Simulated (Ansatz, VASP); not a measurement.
TiGe: VASP beside Ansatz

The input INCAR:

```
SYSTEM = TiGe
PREC = Accurate
ENCUT = 600
EDIFF = 1E-6
ISMEAR = 0
SIGMA = 0.1
LREAL = .False.
LASPH = .True.
NELM = 100
ALGO = Normal
ISIF = 3
LWAVE = .False.
LCHARG = .False.
GGA = PE
IBRION = 2
NSW = 100
EDIFFG = -0.05
```

Contents of KPOINTS:

```
Automatic mesh
0
Gamma
  12 12 12
  0 0 0
```

The input POSCAR:

```
TiGe
1.0
    1.2713779926      0.7340304263      4.1523031360
   -1.2713779926      0.7340304263      4.1523031360
    0.0000000000     -1.4680608525      4.1523031360
Ti Ge
1 1
Direct
    0.0000000000      0.0000000000      0.0000000000
    0.5000000000      0.5000000000      0.5000000000
```

Input for Ansatz:

```yaml
crystal:
  lattice:
    - [1.2713779926, 0.7340304263, 4.152303136]
    - [-1.2713779926, 0.7340304263, 4.152303136]
    - [0.0, -1.4680608525, 4.152303136]
  atoms:
    - { symbol: Ti, position: [0.0, 0.0, 0.0] }
    - { symbol: Ge, position: [0.5, 0.5, 0.5] }
basis:
  ecutwfc: 420
kpoints:
  mp_grid: { grid: [12, 12, 12] }
hamiltonian:
  xc: pbe
scf:
  occupations: { method: gaussian, width: 0.1 }
output:
  forces: true
  stress: true
  eigenvalues: true
relax:
  adjacent_minimum: "off"
  f_tol: 0.05
  max_steps: 80
  cell: { stress_tol: 0.5 }
```

Alike in both runs: task relaxation of cell and atoms; functional PBE; k mesh 12 × 12 × 12; occupations gaussian, width 0.1 eV; no spin polarisation.

```csv
,VASP,Ansatz
version,VASP 6.6.1,Ansatz 0.2.0
potentials or method,"VASP PAW PBE potentials, release 64 (Ti_sv, Ge_d), cutoff 600 eV","scalar-relativistic, plane waves, PAW"
valence electrons in the cell,26,26
```

|  | VASP | Ansatz | Ansatz less VASP |
| --- | --- | --- | --- |
| gap on the k mesh at the Fermi level, each at its own relaxed structure (eV) | none | none | - |
| relaxed volume (Å³/atom) | 16.48 | 16.44 | -0.036 |
| relaxed cell length with the largest relative difference (Å) | 4.658 | 4.654 | -0.0044 |

A gap of «none» marks a metal or a gap that the smearing closes.

Noted on VASP's run: the volume moved by over 15 % at a fixed basis, so the end points are rough.
